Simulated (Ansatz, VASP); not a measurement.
NaI in VASP and in Ansatz

File INCAR:

```
SYSTEM = NaI
ALGO     = Normal         ! electronic algorithm
EDIFF    = 1E-6           ! SCF threshold, eV
ENCUT    = 520            ! plane-wave cutoff, eV
ISIF     = 2              ! what is computed and relaxed
ISMEAR   = 0              ! smearing method
LASPH    = .True.         ! aspherical terms in the spheres
LCHARG   = .False.        ! write CHGCAR
LREAL    = .False.        ! projectors in reciprocal space
LWAVE    = .False.        ! write WAVECAR
NBANDS   = 14             ! bands
NELM     = 60             ! most SCF steps
PREC     = Accurate       ! precision mode
SIGMA    = 0.05           ! smearing width, eV
```

Contents of KPOINTS:

```
k-points
0
Gamma
  8 8 8
  0 0 0
```

File POSCAR:

```
NaI
1.0
    0.0000000000      2.9653849225      3.8550003993
    2.9653849225      0.0000000000      3.8550003993
    2.9653849225      2.9653849225      0.0000000000
Na I
1 1
Direct
    0.0000000000      0.0000000000      0.0000000000
    0.5000000000      0.5000000000      0.5000000000
```

Input for Ansatz:

```yaml
crystal:
  lattice:
    - [0.0, 2.9653849225, 3.8550003993]
    - [2.9653849225, 0.0, 3.8550003993]
    - [2.9653849225, 2.9653849225, 0.0]
  atoms:
    - { symbol: Na, position: [0.0, 0.0, 0.0] }
    - { symbol: I, position: [0.5, 0.5, 0.5] }
basis:
  ecutwfc: 420
kpoints:
  mp_grid: { grid: [8, 8, 8] }
hamiltonian:
  xc: lda
scf:
  occupations: { method: gaussian, width: 0.05 }
output:
  forces: true
  stress: true
  eigenvalues: true
```

Alike in both runs: task single point; functional LDA; k mesh 8 × 8 × 8; occupations gaussian, width 0.05 eV; no spin polarisation.

|  | VASP | Ansatz |
| --- | --- | --- |
| version | VASP 6.6.1 | Ansatz 0.2.0 |
| potentials or method | VASP PAW LDA potentials, release 64 (Na_pv, I), cutoff 520 eV | scalar-relativistic, plane waves, PAW |
| valence electrons in the cell | 14 | 26 |

```tsv
	VASP	Ansatz	Ansatz less VASP
gap on the k mesh at the Fermi level (eV)	3.46	3.45	-0.009
least direct gap on the mesh (eV)	3.49	3.48	-0.009
pressure (GPa)	0.8	0.7	-0.04
traceless stress, the component that is largest in VASP (GPa)	-3.00	-2.96	+0.039
```

LDA's correlation is that of Perdew and Zunger in VASP and of Perdew and Wang (1992) in Ansatz. VASP's potentials hold 14 valence electrons a cell and Ansatz's 26, so a difference there can come from the potentials and not from the codes.

Neither program's run includes spin-orbit coupling.
